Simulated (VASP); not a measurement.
# CaO (Pm-3m) in VASP: a series of runs, part 2 of 2

VASP 6.6.1.

## (3) G0W0 quasiparticle levels, r2SCAN

Contents of POSCAR:

```
CaO
1.0
    2.9032089683      0.0000000000      0.0000000000
    0.0000000000      2.9032089683      0.0000000000
    0.0000000000      0.0000000000      2.9032089683
Ca O
1 1
Direct
    0.0000000000      0.0000000000      0.0000000000
    0.5000000000      0.5000000000      0.5000000000
```

Contents of INCAR.step1:

```
SYSTEM = CaO
PREC     = Accurate       ! precision mode
ENCUT    = 500            ! plane-wave cutoff, eV
EDIFF    = 1E-8           ! SCF threshold, eV
ISMEAR   = 0              ! smearing method
SIGMA    = 0.01           ! smearing width, eV
LREAL    = .False.        ! projectors in reciprocal space
LASPH    = .True.         ! aspherical terms in the spheres
NELM     = 100            ! most SCF steps
ALGO     = Normal         ! electronic algorithm
LWAVE    = .True.         ! write WAVECAR
LCHARG   = .False.        ! write CHGCAR
METAGGA  = R2SCAN         ! meta-GGA
LMIXTAU  = .True.
```

Contents of INCAR.step2:

```
SYSTEM = CaO
PREC     = Accurate       ! precision mode
ENCUT    = 500            ! plane-wave cutoff, eV
EDIFF    = 1E-8           ! SCF threshold, eV
ISMEAR   = 0              ! smearing method
SIGMA    = 0.01           ! smearing width, eV
LREAL    = .False.        ! projectors in reciprocal space
LASPH    = .True.         ! aspherical terms in the spheres
NELM     = 1              ! most SCF steps
ALGO     = Exact          ! electronic algorithm
LWAVE    = .True.         ! write WAVECAR
LCHARG   = .False.        ! write CHGCAR
METAGGA  = R2SCAN         ! meta-GGA
LMIXTAU  = .True.       
NBANDS   = 100            ! bands
LOPTICS  = .True.         ! frequency-dependent dielectric function
ISTART   = 1
```

Contents of INCAR.step3:

```
SYSTEM = CaO
PREC     = Accurate       ! precision mode
ENCUT    = 500            ! plane-wave cutoff, eV
EDIFF    = 1E-8           ! SCF threshold, eV
ISMEAR   = 0              ! smearing method
SIGMA    = 0.01           ! smearing width, eV
LREAL    = .False.        ! projectors in reciprocal space
LASPH    = .True.         ! aspherical terms in the spheres
ALGO     = EVGW0          ! electronic algorithm
LWAVE    = .False.        ! write WAVECAR
LCHARG   = .False.        ! write CHGCAR
METAGGA  = R2SCAN         ! meta-GGA
LMIXTAU  = .True.       
NELMGW   = 1            
NBANDS   = 100            ! bands
ENCUTGW  = 140.0          ! cutoff of the response function
NOMEGA   = 96             ! frequency points
PRECFOCK = Fast         
ISTART   = 1            
NBANDSGW = 16           
OMEGAMAX = 20
```

Contents of KPOINTS:

```
Automatic mesh
0
Gamma
  4 4 4
  0 0 0
```

Potentials or basis: VASP PAW PBE potentials, release 64 (Ca_sv_GW, O_GW).

Run with:

```console
cat potpaw_PBE.64/Ca_sv_GW/POTCAR potpaw_PBE.64/O_GW/POTCAR > POTCAR
cp INCAR.step1 INCAR
mpirun -np 1 vasp_std > vasp.out
cp INCAR.step2 INCAR
mpirun -np 1 vasp_std > vasp.out
cp INCAR.step3 INCAR
mpirun -np 1 vasp_std > vasp.out
```

OUTCAR:

```text
SYSTEM = CaO
   PREC = Accurate
   ENCUT = 500
   EDIFF = 1E-8
   ISMEAR = 0
   LREAL = .False.
   LASPH = .True.
   METAGGA = R2SCAN
   NELMGW = 1
   ENCUTGW = 140.0
   PRECFOCK = Fast
   ISTART = 1

 ion  position               nearest neighbor table
   1  0.000  0.000  0.000-   2 2.51   2 2.51   2 2.51   2 2.51   2 2.51   2 2.51   2 2.51   2 2.51

   2  0.500  0.500  0.500-   1 2.51   1 2.51   1 2.51   1 2.51   1 2.51   1 2.51   1 2.51   1 2.51

  LATTYP: Found a simple cubic cell.
 ALAT       =     2.9032089683

  Lattice vectors:

 A1 = (   2.9032089683,   0.0000000000,   0.0000000000)
 A2 = (   0.0000000000,   2.9032089683,   0.0000000000)
 A3 = (   0.0000000000,   0.0000000000,   2.9032089683)

Analysis of symmetry for initial positions (statically):
[... 132 lines left out ...]
  Fermi-wavevector in a.u.,A,eV,Ry     =   1.420921  2.685151 27.470378  2.019016
  Thomas-Fermi vector in A             =   2.541785
   LORBIT       =      0    0 simple, 1 ext, 2 COOP (PROOUT), +10 PAW based schemes
   METAGGA = R2SCAN    functional components
   LHFCALC =     T    Hartree Fock is set to
   PRECFOCK=fast      Normal, Fast or Accurate (Low or Medium for compatibility)
   ENCUT4O =  -1.0   cutoff for four orbital integrals eV
   NKREDX  =     1    reduce k-point grid by
   NKREDY  =     1    reduce k-point grid by
   NKREDZ  =     1    reduce k-point grid by
   AEXX    =    1.0000 exact exchange contribution
   HFSCREEN=    0.0000 screening length (either q_TF or 0.3 A-1)
   HFSCREENC=   0.0000 screening length for correlation (either q_TF or 0.3 A-1)
   ENCUTFOCK=  -1.0 apply spherical cutoff to Coloumb kernel
   IVDW    =     0    specifies the selected vdW correction
   LEPSILON=     F    determine dielectric tensor
   LRPA    =     F    only Hartree local field effects (RPA)
   LRPAFORCE           =     F    calculate RPA forces
   ENCUTGW             = 140.0    cutoff for response function in eV
   ENCUTGWSOFT         = 112.0    soft cutoff for Coulomb kernel in GW response function in eV
   ENCUTLF             =  -1.0    cutoff for local field effects
   NELMGW              =     1    number of iterations in solving QP/BSE equation
   NELMHF              =     1    number of iterations in the inner HF iteration
   NKREDLFX            =     1    NKREDLFY  =   1   NKREDLFZ  =   1
 non-spin polarized calculation
 Gauss-broadening in eV      SIGMA  =   0.01
  energy-cutoff  :      500.00
  volume of cell :       24.47
 maximum number of plane-waves:       630
 NGX is ok and might be reduce to    24
  NGX = 12; NGY = 12; NGZ = 12
   NGX = 11   NGY = 11   NGZ = 11
 maximum number of plane-waves:       100

 QP shifts <psi_nk| G(iteration)W_0 |psi_nk>: iteration 1
 for sc-GW calculations column KS-energies equals QP-energies in previous step
 and V_xc(KS)=  KS-energies - (<T + V_ion + V_H > + <T+V_H+V_ion>^1  + <V_x>^1)

 k-point   1 :       0.0000    0.0000    0.0000
  band No.  KS-energies  QP-energies   sigma(KS)   V_xc(KS)     V^pw_x(r,r')   Z            occupation Imag(sigma)

      1     -34.3500     -34.7853     -22.8707     -22.1380     -34.3422       0.5941       2.0000       0.6824
      2     -13.9277     -15.5731     -23.1653     -20.9875     -28.1722       0.7556       2.0000       0.1254
      3     -13.9277     -15.5731     -23.1653     -20.9875     -28.1722       0.7556       2.0000       0.1254
      4     -13.9277     -15.5731     -23.1653     -20.9875     -28.1722       0.7556       2.0000       0.1254
      5     -10.9243     -11.6661     -21.7009     -20.5660     -30.6478       0.6536       2.0000       0.5970
      6       6.1780       5.6665     -20.4458     -19.7767     -24.6609       0.7645       2.0000       0.0520
[... 175 lines left out ...]
      2     -14.6501     -16.2847     -22.5775     -20.3883     -27.6873       0.7467       2.0000       0.1058
      3     -14.6501     -16.2847     -22.5775     -20.3883     -27.6873       0.7467       2.0000       0.1058
      4     -14.6501     -16.2847     -22.5775     -20.3883     -27.6873       0.7467       2.0000       0.1058
      5      -9.7230     -10.4476     -22.8293     -21.7015     -31.5334       0.6425       2.0000       0.4928
      6       3.0357       2.2730     -17.5725     -16.5394     -21.8858       0.7383       2.0000       0.0872
[... 8 lines left out ...]
     15      20.0222      20.2235     -10.1199     -10.3627      -4.9333       0.8288       0.0000      -0.2401
     16      20.0222      20.2235     -10.1199     -10.3627      -4.9333       0.8288       0.0000      -0.2401
```

Wall time 94 s (1 thread of Intel Xeon Platinum 8488C (Sapphire Rapids), shared host); peak memory 0.24 GiB.

Results:

```
Quasiparticle gap                                   : 5.19 eV
Least direct quasiparticle gap                      : 5.57 eV
Band gap of the starting levels on the mesh         : 3.27 eV
Least direct gap of the starting levels on the mesh : 3.58 eV
```

Caveat: the k points lie up to 0.54 Å⁻¹ apart; bands, screening cutoff and mesh are small and nothing is extrapolated, so the quasiparticle values aren't converged; the structure was generated, so it needn't be the stable form of CaO.

## (4) G0W0 quasiparticle levels, PBE

POSCAR is that of step 3.

Contents of INCAR.step1:

```
PREC = Accurate ; ENCUT = 500
EDIFF = 1E-8 ; ISMEAR = 0
SIGMA = 0.01 ; LREAL = False
LASPH = True ; NELM = 80
ALGO = Normal ; LWAVE = True
LCHARG = False ; GGA = PE
```

Contents of INCAR.step2:

```
PREC = Accurate ; ENCUT = 500
EDIFF = 1E-8 ; ISMEAR = 0
SIGMA = 0.01 ; LREAL = False
LASPH = True ; NELM = 1
ALGO = Exact ; LWAVE = True
LCHARG = False ; GGA = PE
NBANDS = 47 ; LOPTICS = True
ISTART = 1
```

Contents of INCAR.step3:

```
PREC = Accurate ; ENCUT = 500
EDIFF = 1E-8 ; ISMEAR = 0
SIGMA = 0.01 ; LREAL = False
LASPH = True ; ALGO = EVGW0
LWAVE = False ; LCHARG = False
GGA = PE ; NELMGW = 1
NBANDS = 47 ; ENCUTGW = 80.0
NOMEGA = 96 ; PRECFOCK = Fast
ISTART = 1 ; NBANDSGW = 16
OMEGAMAX = 20
```

Contents of KPOINTS:

```
regular mesh
0
Gamma
  4 4 4
```

Potentials or basis: VASP PAW PBE potentials, release 64 (Ca_sv_GW, O_GW).

Run with:

```console
cat potpaw_PBE.64/Ca_sv_GW/POTCAR potpaw_PBE.64/O_GW/POTCAR > POTCAR
cp INCAR.step1 INCAR
mpirun -np 1 vasp_std > vasp.out
cp INCAR.step2 INCAR
mpirun -np 1 vasp_std > vasp.out
cp INCAR.step3 INCAR
mpirun -np 1 vasp_std > vasp.out
```

OUTCAR:

```text
PREC = Accurate
   ENCUT = 500
   EDIFF = 1E-8
   ISMEAR = 0
   LREAL = False
   LASPH = True
   GGA = PE
   NELMGW = 1
   ENCUTGW = 80.0
   PRECFOCK = Fast
   ISTART = 1

 ion  position               nearest neighbor table
   1  0.000  0.000  0.000-   2 2.51   2 2.51   2 2.51   2 2.51   2 2.51   2 2.51   2 2.51   2 2.51

   2  0.500  0.500  0.500-   1 2.51   1 2.51   1 2.51   1 2.51   1 2.51   1 2.51   1 2.51   1 2.51

  LATTYP: Found a simple cubic cell.
 ALAT       =     2.9032089683

  Lattice vectors:

 A1 = (   2.9032089683,   0.0000000000,   0.0000000000)
 A2 = (   0.0000000000,   2.9032089683,   0.0000000000)
 A3 = (   0.0000000000,   0.0000000000,   2.9032089683)

Analysis of symmetry for initial positions (statically):
=====================================================================
 Subroutine PRICEL returns:
 Original cell was already a primitive cell.

 Routine SETGRP: Setting up the symmetry group for a
 simple cubic supercell.

 Subroutine GETGRP returns: Found 48 space group operations
 (whereof 48 operations were pure point group operations)
 out of a pool of 48 trial point group operations.

The static configuration has the point symmetry O_h .

Analysis of symmetry for dynamics (positions and initial velocities):
=====================================================================
 Subroutine PRICEL returns:
 Original cell was already a primitive cell.

 Routine SETGRP: Setting up the symmetry group for a
 simple cubic supercell.

 Subroutine GETGRP returns: Found 48 space group operations
[... 83 lines left out ...]
   LNONCOLLINEAR =      F non collinear calculations
   LSORBIT =      F    spin-orbit coupling
   LASPH  =      T    aspherical Exc in radial PAW
   ENCUT  =  500.0 eV  36.75 Ry    6.06 a.u.   5.29  5.29  5.29*2*pi/ulx,y,z
   NELM   =     60;   NELMIN=  2; NELMDL=  0     # of ELM steps
   EDIFF  = 0.1E-07   stopping-criterion for ELM
   LREAL  =      F    real-space projection
   EDIFFG = 0.1E-06   stopping-criterion for IOM
   NSW    =      0    number of steps for IOM
   IBRION =     -1    ionic relax: 0-MD 1-quasi-New 2-CG
   NFREE  =      0    steps in history (QN), initial steepest desc. (CG)
   ISIF   =      0    stress and relaxation
   ISYM   =      3    0-nonsym 1-usesym 2-fastsym
   POTIM  = 0.5000    time-step for ionic-motion
   TEBEG  =    0.0;   TEEND  =   0.0 temperature during run
   PSTRESS=    0.0 pullay stress
   NELECT =      16.0000    total number of electrons
   NUPDOWN=      -1.0000    fix difference up-down
   EMIN   =  10.00;   EMAX   =-10.00  energy-range for DOS
   EFERMI =   0.00;   METHOD = LEGACY
   ISMEAR =     0;   SIGMA  =   0.01  broadening in eV -4-tet -1-fermi 0-gaus
   EFERMI_NEDOS =   21; number of points for ismear=-14 and -15
   IALGO  =     38    algorithm
   IMIX   =      4    mixing-type and parameters
     AMIX     =   0.40;   BMIX     =  1.00
     AMIX_MAG =   1.60;   BMIX_MAG =  1.00
  volume/ion in A,a.u.               =      12.24        82.57
  Fermi-wavevector in a.u.,A,eV,Ry     =   1.420921  2.685151 27.470378  2.019016
  Thomas-Fermi vector in A             =   2.541785
   LORBIT       =      0    0 simple, 1 ext, 2 COOP (PROOUT), +10 PAW based schemes
   GGA     = PE    functional components
   LHFCALC =     T    Hartree Fock is set to
   PRECFOCK=fast      Normal, Fast or Accurate (Low or Medium for compatibility)
   ENCUT4O =  -1.0   cutoff for four orbital integrals eV
   NKREDX  =     1    reduce k-point grid by
   NKREDY  =     1    reduce k-point grid by
   NKREDZ  =     1    reduce k-point grid by
   AEXX    =    1.0000 exact exchange contribution
   HFSCREEN=    0.0000 screening length (either q_TF or 0.3 A-1)
   HFSCREENC=   0.0000 screening length for correlation (either q_TF or 0.3 A-1)
   ENCUTFOCK=  -1.0 apply spherical cutoff to Coloumb kernel
   IVDW    =     0    specifies the selected vdW correction
   LEPSILON=     F    determine dielectric tensor
   LRPA    =     F    only Hartree local field effects (RPA)
   LRPAFORCE           =     F    calculate RPA forces
   ENCUTGW             =  80.0    cutoff for response function in eV
   ENCUTGWSOFT         =  64.0    soft cutoff for Coulomb kernel in GW response function in eV
   ENCUTLF             =  -1.0    cutoff for local field effects
   NELMGW              =     1    number of iterations in solving QP/BSE equation
   NELMHF              =     1    number of iterations in the inner HF iteration
   NKREDLFX            =     1    NKREDLFY  =   1   NKREDLFZ  =   1
 non-spin polarized calculation
 Gauss-broadening in eV      SIGMA  =   0.01
  energy-cutoff  :      500.00
  volume of cell :       24.47
 maximum number of plane-waves:       630
 NGX is ok and might be reduce to    24
  NGX = 12; NGY = 12; NGZ = 12
   NGX = 11   NGY = 11   NGZ = 11
 maximum number of plane-waves:        44
 NGX is ok and might be reduce to    10

 QP shifts <psi_nk| G(iteration)W_0 |psi_nk>: iteration 1
 for sc-GW calculations column KS-energies equals QP-energies in previous step
 and V_xc(KS)=  KS-energies - (<T + V_ion + V_H > + <T+V_H+V_ion>^1  + <V_x>^1)

 k-point   1 :       0.0000    0.0000    0.0000
  band No.  KS-energies  QP-energies   sigma(KS)   V_xc(KS)     V^pw_x(r,r')   Z            occupation Imag(sigma)

      1     -32.5338     -34.3480     -23.4887     -20.5383     -34.3385       0.6149       2.0000       0.5442
      2     -12.9766     -14.8127     -22.7517     -20.2628     -28.1788       0.7377       2.0000       0.1461
      3     -12.9766     -14.8127     -22.7517     -20.2628     -28.1788       0.7377       2.0000       0.1461
      4     -12.9766     -14.8127     -22.7517     -20.2628     -28.1788       0.7377       2.0000       0.1461
      5      -9.6624     -11.2182     -21.4082     -18.9597     -30.4775       0.6354       2.0000       0.6300
      6       6.4750       5.9767     -19.9557     -19.2992     -24.5978       0.7591       2.0000       0.0715
[... 175 lines left out ...]
      2     -13.7105     -15.5149     -22.1293     -19.6352     -27.6681       0.7235       2.0000       0.1400
      3     -13.7105     -15.5149     -22.1293     -19.6352     -27.6681       0.7235       2.0000       0.1400
      4     -13.7105     -15.5149     -22.1293     -19.6352     -27.6681       0.7235       2.0000       0.1400
      5      -8.4402     -10.0556     -22.6113     -20.1282     -31.4405       0.6506       2.0000       0.5300
      6       3.3511       2.5731     -17.0452     -15.9709     -21.7001       0.7242       2.0000       0.1048
[... 8 lines left out ...]
     15      19.3316      20.1816     -10.1651     -11.2060      -5.0567       0.8165       0.0000      -0.2552
     16      19.3316      20.1816     -10.1651     -11.2060      -5.0567       0.8165       0.0000      -0.2552
```

OUTCAR.step2:

```text
PREC = Accurate
   ENCUT = 500
   EDIFF = 1E-8
   ISMEAR = 0
   LREAL = False
[... 770 lines left out ...]
     0.00000     4.99980     4.99980     4.99980    -0.00000    -0.00000     0.00000
     1.32522     5.20236     5.20236     5.20236    -0.00000    -0.00000     0.00000
     2.65043     6.49624     6.49624     6.49624    -0.00000    -0.00000     0.00000
     3.97565     4.30347     4.30347     4.30347    -0.00000    -0.00000     0.00000
     5.30087     6.85664     6.85664     6.85664    -0.00000    -0.00000     0.00000
     6.62609     6.48582     6.48582     6.48582    -0.00000    -0.00000     0.00000
[... 92 lines left out ...]
   129.87129     0.95518     0.95518     0.95518     0.00000     0.00000    -0.00000
   131.19651     0.95617     0.95617     0.95617     0.00000     0.00000    -0.00000
```

Run time: 48 s. Hardware: 1 thread of AMD EPYC 7R13 (Zen 3), shared host; peak memory 0.2 GiB.

Results:

* Quasiparticle gap: 4.85 eV
* Least direct quasiparticle gap: 5.23 eV
* Band gap of the starting levels on the mesh: 2.75 eV
* Least direct gap of the starting levels on the mesh: 3.06 eV

Caveat: the k points lie up to 0.54 Å⁻¹ apart; bands, screening cutoff and mesh are small and nothing is extrapolated, so the quasiparticle values aren't converged; the structure was generated, so it needn't be the stable form of CaO.
